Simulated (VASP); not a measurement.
# GaN (Fm-3m) in VASP: G0W0 quasiparticle levels with LDA

Aim: the G0W0 quasiparticle levels of GaN with LDA.

Everything below comes from runs of VASP 6.6.1. Logs are shortened: lines on timing, memory, paths and dates and some standing lists are left out, and cuts for length are marked.

**1. The cell of the first run**

It takes space group Fm-3m (No. 225, cubic). Conventional cell: a = 4.217 Å, b = 4.217 Å, c = 4.217 Å, α = 90.00°, β = 90.00°, γ = 90.00°. Ga (site symmetry m-3m) has 6 N at 2.11 Å within 2.8 Å. Within 2.8 Å of N (site symmetry m-3m) lie 6 Ga at 2.11 Å.

**2. G0W0 quasiparticle levels, LDA**

File POSCAR:

```
GaN
1.0
    0.0000000000      2.1085152350      2.1085152350
    2.1085152350      0.0000000000      2.1085152350
    2.1085152350      2.1085152350      0.0000000000
Ga N
1 1
Direct
    0.0000000000      0.0000000000      0.0000000000
    0.5000000000      0.5000000000      0.5000000000
```

File INCAR.step1:

```
SYSTEM = GaN
PREC     = Accurate       ! precision mode
ENCUT    = 500            ! plane-wave cutoff, eV
EDIFF    = 1E-8           ! SCF threshold, eV
ISMEAR   = 0              ! smearing method
SIGMA    = 0.01           ! smearing width, eV
LREAL    = .False.        ! projectors in reciprocal space
LASPH    = .True.         ! aspherical terms in the spheres
NELM     = 80             ! most SCF steps
ALGO     = Normal         ! electronic algorithm
LWAVE    = .True.         ! write WAVECAR
LCHARG   = .False.        ! write CHGCAR
```

File INCAR.step2:

```
SYSTEM = GaN
PREC     = Accurate       ! precision mode
ENCUT    = 500            ! plane-wave cutoff, eV
EDIFF    = 1E-8           ! SCF threshold, eV
ISMEAR   = 0              ! smearing method
SIGMA    = 0.01           ! smearing width, eV
LREAL    = .False.        ! projectors in reciprocal space
LASPH    = .True.         ! aspherical terms in the spheres
NELM     = 1              ! most SCF steps
ALGO     = Exact          ! electronic algorithm
LWAVE    = .True.         ! write WAVECAR
LCHARG   = .False.        ! write CHGCAR
NBANDS   = 129            ! bands
LOPTICS  = .True.         ! frequency-dependent dielectric function
ISTART   = 1
```

File INCAR.step3:

```
SYSTEM = GaN
PREC     = Accurate       ! precision mode
ENCUT    = 500            ! plane-wave cutoff, eV
EDIFF    = 1E-8           ! SCF threshold, eV
ISMEAR   = 0              ! smearing method
SIGMA    = 0.01           ! smearing width, eV
LREAL    = .False.        ! projectors in reciprocal space
LASPH    = .True.         ! aspherical terms in the spheres
ALGO     = EVGW0          ! electronic algorithm
LWAVE    = .False.        ! write WAVECAR
LCHARG   = .False.        ! write CHGCAR
NELMGW   = 1            
NBANDS   = 129            ! bands
ENCUTGW  = 150.0          ! cutoff of the response function
NOMEGA   = 48             ! frequency points
PRECFOCK = Fast         
ISTART   = 1            
NBANDSGW = 17
```

File KPOINTS:

```
regular mesh
0
Gamma
  4 4 4
  0 0 0
```

Potentials or basis: VASP PAW LDA potentials, release 64 (Ga_d_GW, N_GW).

The run is started by

```bash
> cat potpaw_LDA.64/Ga_d_GW/POTCAR potpaw_LDA.64/N_GW/POTCAR > POTCAR
> cp INCAR.step1 INCAR
> mpirun -np 1 vasp_std > vasp.out
> cp INCAR.step2 INCAR
> mpirun -np 1 vasp_std > vasp.out
> cp INCAR.step3 INCAR
> mpirun -np 1 vasp_std > vasp.out
```

OUTCAR:

```text
SYSTEM = GaN
   PREC = Accurate
   ENCUT = 500
   EDIFF = 1E-8
   ISMEAR = 0
   LREAL = .False.
   LASPH = .True.
   NELMGW = 1
   ENCUTGW = 150.0
   PRECFOCK = Fast
   ISTART = 1

 ion  position               nearest neighbor table
   1  0.000  0.000  0.000-   2 2.11   2 2.11   2 2.11   2 2.11   2 2.11   2 2.11
   2  0.500  0.500  0.500-   1 2.11   1 2.11   1 2.11   1 2.11   1 2.11   1 2.11

  LATTYP: Found a face centered cubic cell.
 ALAT       =     4.2170304700

  Lattice vectors:

 A1 = (   0.0000000000,   2.1085152350,   2.1085152350)
 A2 = (   2.1085152350,   0.0000000000,   2.1085152350)
 A3 = (   2.1085152350,   2.1085152350,   0.0000000000)

Analysis of symmetry for initial positions (statically):
=====================================================================
 Subroutine PRICEL returns:
 Original cell was already a primitive cell.

 Routine SETGRP: Setting up the symmetry group for a
 face centered cubic supercell.

 Subroutine GETGRP returns: Found 48 space group operations
 (whereof 48 operations were pure point group operations)
 out of a pool of 48 trial point group operations.

The static configuration has the point symmetry O_h .

Analysis of symmetry for dynamics (positions and initial velocities):
=====================================================================
 Subroutine PRICEL returns:
 Original cell was already a primitive cell.

 Routine SETGRP: Setting up the symmetry group for a
 face centered cubic supercell.

 Subroutine GETGRP returns: Found 48 space group operations
 (whereof 48 operations were pure point group operations)
 out of a pool of 48 trial point group operations.

The dynamic configuration has the point symmetry O_h .

 Subroutine INISYM returns: Found 48 space group operations
 (whereof 48 operations are pure point group operations),
 and found     1 'primitive' translations

----------------------------------------------------------------------------------------

                                     Primitive cell

  volume of cell :      18.7482

  direct lattice vectors                    reciprocal lattice vectors
     0.000000000  2.108515235  2.108515235    -0.237133691  0.237133691  0.237133691
     2.108515235  0.000000000  2.108515235     0.237133691 -0.237133691  0.237133691
     2.108515235  2.108515235  0.000000000     0.237133691  0.237133691 -0.237133691

  length of vectors
     2.981890842  2.981890842  2.981890842     0.410727601  0.410727601  0.410727601

  position of ions in fractional coordinates (direct lattice)
     0.000000000  0.000000000  0.000000000
     0.500000000  0.500000000  0.500000000

  ion indices of the primitive-cell ions
   primitive index   ion index
                 1           1
                 2           2

----------------------------------------------------------------------------------------

 KPOINTS: regular mesh

Automatic generation of k-mesh.
 Grid dimensions read from file:
 generate k-points for:    4    4    4

 Generating k-lattice:

  Cartesian coordinates                     Fractional coordinates (reciprocal lattice)
    -0.059283423  0.059283423  0.059283423     0.250000000  0.000000000  0.000000000
     0.059283423 -0.059283423  0.059283423     0.000000000  0.250000000  0.000000000
     0.059283423  0.059283423 -0.059283423     0.000000000  0.000000000  0.250000000

  Length of vectors
     0.102681900  0.102681900  0.102681900

  Shift w.r.t. Gamma in fractional coordinates (k-lattice)
     0.000000000  0.000000000  0.000000000

 Subroutine IBZKPT returns following result:
 ===========================================

 Found      8 irreducible k-points:

 Following reciprocal coordinates:
            Coordinates               Weight
  0.000000  0.000000  0.000000      1.000000
  0.250000  0.000000  0.000000      8.000000
  0.500000  0.000000  0.000000      4.000000
  0.250000  0.250000  0.000000      6.000000
  0.500000  0.250000  0.000000     24.000000
 -0.250000  0.250000  0.000000     12.000000
  0.500000  0.500000  0.000000      3.000000
 -0.250000  0.500000  0.250000      6.000000
   k-points           NKPTS =      8   k-points in BZ     NKDIM =     64   number of bands    NBANDS=    129
   number of dos      NEDOS =    301   number of ions     NIONS =      2
   total plane-waves  NPLWV =  13824
   dimension x,y,z NGX =    24 NGY =   24 NGZ =   24
   dimension x,y,z NGXF=    48 NGYF=   48 NGZF=   48
   ions per type =               1   1
   NGX,Y,Z   is equivalent  to a cutoff of  13.38, 13.38, 13.38 a.u.
   NGXF,Y,Z  is equivalent  to a cutoff of  26.76, 26.76, 26.76 a.u.
 SYSTEM =  GaN
   PREC   = accura    normal or accurate (medium, high low for compatibility)
   ISTART =      1    job   : 0-new  1-cont  2-samecut
   ICHARG =      0    charge: 1-file 2-atom 10-const
   ISPIN  =      1    spin polarized calculation?
   LNONCOLLINEAR =      F non collinear calculations
   LSORBIT =      F    spin-orbit coupling
   LASPH  =      T    aspherical Exc in radial PAW
   ENCUT  =  500.0 eV  36.75 Ry    6.06 a.u.   5.44  5.44  5.44*2*pi/ulx,y,z
   NELM   =     60;   NELMIN=  2; NELMDL=  0     # of ELM steps
   EDIFF  = 0.1E-07   stopping-criterion for ELM
   LREAL  =      F    real-space projection
   EDIFFG = 0.1E-06   stopping-criterion for IOM
   NSW    =      0    number of steps for IOM
   IBRION =     -1    ionic relax: 0-MD 1-quasi-New 2-CG
   NFREE  =      0    steps in history (QN), initial steepest desc. (CG)
   ISIF   =      0    stress and relaxation
   ISYM   =      3    0-nonsym 1-usesym 2-fastsym
   POTIM  = 0.5000    time-step for ionic-motion
   TEBEG  =    0.0;   TEEND  =   0.0 temperature during run
   PSTRESS=    0.0 pullay stress
   NELECT =      18.0000    total number of electrons
   NUPDOWN=      -1.0000    fix difference up-down
   EMIN   =  10.00;   EMAX   =-10.00  energy-range for DOS
   EFERMI =   0.00;   METHOD = LEGACY
   ISMEAR =     0;   SIGMA  =   0.01  broadening in eV -4-tet -1-fermi 0-gaus
   EFERMI_NEDOS =   21; number of points for ismear=-14 and -15
   IALGO  =     38    algorithm
   IMIX   =      4    mixing-type and parameters
     AMIX     =   0.40;   BMIX     =  1.00
     AMIX_MAG =   1.60;   BMIX_MAG =  1.00
  volume/ion in A,a.u.               =       9.37        63.26
  Fermi-wavevector in a.u.,A,eV,Ry     =   1.615024  3.051952 35.488101  2.608302
  Thomas-Fermi vector in A             =   2.709838
   LORBIT       =      0    0 simple, 1 ext, 2 COOP (PROOUT), +10 PAW based schemes
   GGA     = CA    functional components
   LHFCALC =     T    Hartree Fock is set to
   PRECFOCK=fast      Normal, Fast or Accurate (Low or Medium for compatibility)
   ENCUT4O =  -1.0   cutoff for four orbital integrals eV
   NKREDX  =     1    reduce k-point grid by
   NKREDY  =     1    reduce k-point grid by
   NKREDZ  =     1    reduce k-point grid by
   AEXX    =    1.0000 exact exchange contribution
   HFSCREEN=    0.0000 screening length (either q_TF or 0.3 A-1)
   HFSCREENC=   0.0000 screening length for correlation (either q_TF or 0.3 A-1)
   ENCUTFOCK=  -1.0 apply spherical cutoff to Coloumb kernel
   IVDW    =     0    specifies the selected vdW correction
   LEPSILON=     F    determine dielectric tensor
   LRPA    =     F    only Hartree local field effects (RPA)
   LRPAFORCE           =     F    calculate RPA forces
   ENCUTGW             = 150.0    cutoff for response function in eV
   ENCUTGWSOFT         = 120.0    soft cutoff for Coulomb kernel in GW response function in eV
   ENCUTLF             =  -1.0    cutoff for local field effects
   NELMGW              =     1    number of iterations in solving QP/BSE equation
   NELMHF              =     1    number of iterations in the inner HF iteration
   NKREDLFX            =     1    NKREDLFY  =   1   NKREDLFZ  =   1
 non-spin polarized calculation
 Gauss-broadening in eV      SIGMA  =   0.01
  energy-cutoff  :      500.00
  volume of cell :       18.75
 maximum number of plane-waves:       531
 NGX is ok and might be reduce to    24
  NGX = 12; NGY = 12; NGZ = 12
   NGX = 11   NGY = 11   NGZ = 11
 maximum number of plane-waves:        84

 QP shifts <psi_nk| G(iteration)W_0 |psi_nk>: iteration 1
 for sc-GW calculations column KS-energies equals QP-energies in previous step
 and V_xc(KS)=  KS-energies - (<T + V_ion + V_H > + <T+V_H+V_ion>^1  + <V_x>^1)

 k-point   1 :       0.0000    0.0000    0.0000
  band No.  KS-energies  QP-energies   sigma(KS)   V_xc(KS)     V^pw_x(r,r')   Z            occupation Imag(sigma)

      1      -9.6906     -10.6009     -15.8430     -14.5559     -24.1874       0.7072       2.0000       1.4193
      2      -6.6885      -9.2748     -25.3393     -21.8099     -34.9189       0.7328       2.0000       0.2194
      3      -6.6885      -9.2748     -25.3393     -21.8099     -34.9189       0.7328       2.0000       0.2194
      4      -6.6885      -9.2748     -25.3393     -21.8099     -34.9189       0.7328       2.0000       0.2194
      5      -6.5873      -9.2261     -25.6093     -22.0059     -35.4103       0.7323       2.0000       0.2669
      6      -6.5873      -9.2261     -25.6093     -22.0059     -35.4103       0.7323       2.0000       0.2669
[... 9 lines left out ...]
     16      23.1315      24.1313     -12.0766     -13.3847      -4.5569       0.7643       0.0000      -0.5466
     17      23.5301      23.9817      -9.2147      -9.7880      -2.5508       0.7877       0.0000      -0.3339

 k-point   2 :       0.2500    0.0000    0.0000
  band No.  KS-energies  QP-energies   sigma(KS)   V_xc(KS)     V^pw_x(r,r')   Z            occupation Imag(sigma)

      1      -8.5008      -9.4071     -16.2209     -14.9300     -24.3365       0.7021       2.0000       1.2697
      2      -6.7289      -9.3145     -25.3339     -21.7980     -35.0467       0.7313       2.0000       0.2655
      3      -6.7289      -9.3145     -25.3339     -21.7980     -35.0467       0.7313       2.0000       0.2655
      4      -6.7222      -9.2714     -25.1184     -21.6373     -34.6558       0.7323       2.0000       0.2404
      5      -6.5572      -9.1759     -25.5531     -21.9845     -35.2284       0.7338       2.0000       0.2354
      6      -6.5572      -9.1759     -25.5531     -21.9845     -35.2284       0.7338       2.0000       0.2354
[... 9 lines left out ...]
     16      25.1938      25.9204     -11.9657     -12.8804      -5.5522       0.7944       0.0000      -0.4355
     17      32.1466      32.9155     -10.6477     -11.6045      -3.2319       0.8036       0.0000      -0.9760

 k-point   3 :       0.5000    0.0000    0.0000
  band No.  KS-energies  QP-energies   sigma(KS)   V_xc(KS)     V^pw_x(r,r')   Z            occupation Imag(sigma)
[... 85 lines left out ...]
      1      -8.2648     -10.1481     -21.9277     -19.2497     -31.3520       0.7032       2.0000       0.6567
      2      -6.8735      -9.4154     -25.0083     -21.5319     -34.5272       0.7312       2.0000       0.2279
      3      -6.4735      -9.1213     -25.7410     -22.1249     -35.5690       0.7322       2.0000       0.2655
      4      -6.3999      -9.0191     -25.7016     -22.1348     -35.3437       0.7343       2.0000       0.2156
      5      -6.3999      -9.0191     -25.7016     -22.1348     -35.3437       0.7343       2.0000       0.2156
      6      -3.3303      -4.9533     -21.8580     -19.6756     -30.0208       0.7437       2.0000       0.5847
[... 9 lines left out ...]
     16      34.8558      36.0918     -13.5918     -15.0768      -6.6107       0.8323       0.0000      -1.2008
     17      36.7943      37.7991     -10.1696     -11.4078      -2.7111       0.8115       0.0000      -1.0683

 k-point   8 :      -0.2500    0.5000    0.2500
  band No.  KS-energies  QP-energies   sigma(KS)   V_xc(KS)     V^pw_x(r,r')   Z            occupation Imag(sigma)

      1      -7.9359      -9.9040     -22.3398     -19.5682     -31.7700       0.7101       2.0000       0.6138
      2      -6.6806      -9.2430     -25.2090     -21.7129     -34.7599       0.7329       2.0000       0.2306
      3      -6.6806      -9.2430     -25.2090     -21.7129     -34.7599       0.7329       2.0000       0.2306
      4      -6.6596      -9.2473     -25.4058     -21.8636     -35.2012       0.7305       2.0000       0.2915
      5      -6.3998      -9.0210     -25.7032     -22.1350     -35.3457       0.7346       2.0000       0.2154
      6      -3.5365      -5.1117     -21.6502     -19.5154     -29.8414       0.7379       2.0000       0.6136
[... 9 lines left out ...]
     16      34.7766      35.9473     -13.3983     -14.8060      -5.9374       0.8316       0.0000      -1.4454
     17      37.1124      38.4049     -13.2384     -14.8254      -4.6706       0.8145       0.0000      -1.8591
```

Wall time 36 s (1 thread of Intel Xeon 6975P-C (Granite Rapids), shared host); peak memory 0.21 GiB.

What came out:

- Quasiparticle gap: 1.61 eV
- Least direct quasiparticle gap: 3.80 eV
- Band gap of the starting levels on the mesh: 0.54 eV
- Least direct gap of the starting levels on the mesh: 2.88 eV

Caveat: the k points lie up to 0.65 Å⁻¹ apart; bands, screening cutoff and mesh are small and nothing is extrapolated, so the quasiparticle values aren't converged.
